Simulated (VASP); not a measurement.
Here is a VASP 6.6.1 calculation.

The input INCAR:

```
SYSTEM = ZrC
  ALGO = Normal
  EDIFF = 1E-7
  ENCUT = 520
  GGA = PE
  ISIF = 2
  ISMEAR = 0
  LASPH = .True.
  LCHARG = .True.
  LELF = .True.
  LREAL = .False.
  LVHAR = .True.
  LWAVE = .False.
  NBANDS = 15
  NELM = 60
  PREC = Accurate
  SIGMA = 0.15
```

Contents of KPOINTS:

```
k-points
0
Gamma
  18 18 18
  0 0 0
```

The input POSCAR:

```
ZrC
1.0
    0.0000000000      2.3502100000      2.2562016000
    2.3502100000      0.0000000000      2.2562016000
    2.3502100000      2.3502100000      0.0000000000
Zr C
1 1
Direct
    0.5000000000      0.5000000000      0.5000000000
    0.0000000000      0.0000000000      0.0000000000
```

Potentials or basis: VASP PAW PBE potentials, release 64 (Zr_sv, C).

The run is started by

```sh
$ cat potpaw_PBE.64/Zr_sv/POTCAR potpaw_PBE.64/C/POTCAR > POTCAR
$ mpirun -np 1 vasp_std > vasp.out
```

(1) What does it give for the pressure?

(2) Predict the band gap on the k mesh.

Results:

(1) 12.3 GPa.

(2) zero (bands 8 and 9 overlap by 1.59 eV).

Caveat: the cell differs from its parent crystal (strain +0.000 along x and y, -0.040 along z); the stress differs along the axes, from 6 to 25 GPa.
